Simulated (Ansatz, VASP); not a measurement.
**One calculation of CoSi, two programs**

```
Co Si
1.0
     4.46014    0.00000    0.00000
     0.00000    4.46014    0.00000
     0.00000    0.00000    4.46014
Co Si
4 4
Direct
  0.14413 0.14413 0.14413
  0.35587 0.85587 0.64413
  0.64413 0.35587 0.85587
  0.85587 0.64413 0.35587
  0.84292 0.84292 0.84292
  0.65708 0.15708 0.34292
  0.34292 0.65708 0.15708
  0.15708 0.34292 0.65708
```

Alike in both runs: functional PBE; k mesh 8 × 8 × 8; occupations gaussian, width 0.05 eV; no spin polarisation.

Ansatz relaxed the structure, and its values are those at the end. VASP's run is a single point on that final structure, the one shown.

```csv
,VASP,Ansatz
version,VASP 6.6.1,Ansatz 0.2.0
potentials or method,"VASP PAW PBE potentials, release 64 (Co, Si), cutoff 520 eV","scalar-relativistic, plane waves, PAW"
valence electrons in the cell,52,84
```

|  | VASP | Ansatz | Ansatz less VASP |
| --- | --- | --- | --- |
| gap on the k mesh at the Fermi level (eV) | none | none | - |
| pressure (GPa) | -4.2 | -4.2 | +0.07 |

A gap of «none» marks a metal or a gap that the smearing closes. VASP's potentials hold 52 valence electrons a cell and Ansatz's 84, so a difference there can come from the potentials and not from the codes. Ansatz's warnings: stress scf threshold loose.
